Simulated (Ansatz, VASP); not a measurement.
One calculation of Co, two programs

File INCAR:

```
ALGO = Normal ; EDIFF = 1E-6
ENCUT = 600 ; GGA = PE
GGA_COMPAT = False ; ISIF = 2
ISMEAR = -1 ; LASPH = True
LCHARG = False ; LREAL = False
LWAVE = False ; NBANDS = 16
NELM = 120 ; PREC = Accurate
SIGMA = 0.6
```

The input KPOINTS:

```
k-points
0
Gamma
  15 15 8
```

File POSCAR:

```
Co
1.0
    2.4583936733      0.0000000000      0.0000000000
   -1.2291968366      2.1290313736      0.0000000000
    0.0000000000      0.0000000000      3.9606917934
Co
2
Direct
    0.3333333333      0.6666666667      0.2500000000
    0.6666666667      0.3333333333      0.7500000000
```

Input for Ansatz:

```yaml
crystal:
  lattice:
    - [2.4583936733, 0.0, 0.0]
    - [-1.2291968366, 2.1290313736, 0.0]
    - [0.0, 0.0, 3.9606917934]
  atoms:
    - { symbol: Co, position: [0.3333333333, 0.6666666667, 0.25] }
    - { symbol: Co, position: [0.6666666667, 0.3333333333, 0.75] }
hamiltonian:
  xc: pbe
  pseudopotentials:
    kind: paw
    azcp:
      Co: "pseudopotentials/Co.paw.azcp"
basis:
  ecutwfc: 420
  fft_grid_basis: typed
kpoints:
  mp_grid: { grid: [15, 15, 8], shift: [0, 0, 0] }
magnetization:
  spin_polarized: false
scf:
  occupations: { method: fermi_dirac, width: 0.6 }
  lower_state_search: "off"
output:
  stress: true
  write_density: true
  write_potential: true
  elf: true
  volumetric_format: npy
```

Alike in both runs: task single point; functional PBE; k mesh 15 × 15 × 8; occupations fermi-dirac, width 0.6 eV; no spin polarisation.

```csv
,VASP,Ansatz
version,VASP 6.6.1,Ansatz 0.2.0
potentials or method,"VASP PAW PBE potentials, release 64 (Co), cutoff 600 eV","plane waves (420 eV) with PAW, scalar-relativistic"
valence electrons in the cell,18,34
```

```tsv
	VASP	Ansatz	Ansatz less VASP
pressure (GPa)	15.1	15.5	+0.49
traceless stress, the component that is largest in VASP (GPa)	1.54	1.60	+0.061
```

VASP's potentials hold 18 valence electrons a cell and Ansatz's 34, so a difference there can come from the potentials and not from the codes.
